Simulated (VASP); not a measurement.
Runs of VASP 6.6.1 on Ge. The structure is that of space group Fd-3m (No. 227), or close to it. The cells are those of the table. 

| task | cell | k mesh | cutoff (eV) | gap on the mesh (eV) | pressure (GPa) |
| --- | --- | --- | --- | --- | --- |
| relaxation of cell and atoms | relaxed from a = 4.000 Å, angles 60.0°, 2 atoms | 5 × 5 × 5 | 600 | none | 0.0 |
| single point | a = 4.081 Å, angles 60.0°, 2 atoms | 9 × 9 × 9 | 520 | none | -0.4 |
| single point | a = 4.135 Å, angles 60.0°, 2 atoms | 9 × 9 × 9 | 520 | none | -2.4 |
| single point | a = 4.081 Å, angles 60.0°, 2 atoms | 5 × 5 × 5 | 520 | none | (a) |

Alike in all rows: level PBE; potentials or basis VASP PAW PBE potentials, release 64 (Ge_d); no spin polarisation; smearing fermi-dirac 0.05 eV.

Estimate the missing entries.

(a) -0.1.

Caveats: some runs use coarse meshes.

A k mesh can miss the band edges, and the runs leave out spin-orbit coupling on Ge.

A gap of «none» marks levels without a gap at the run's occupations.
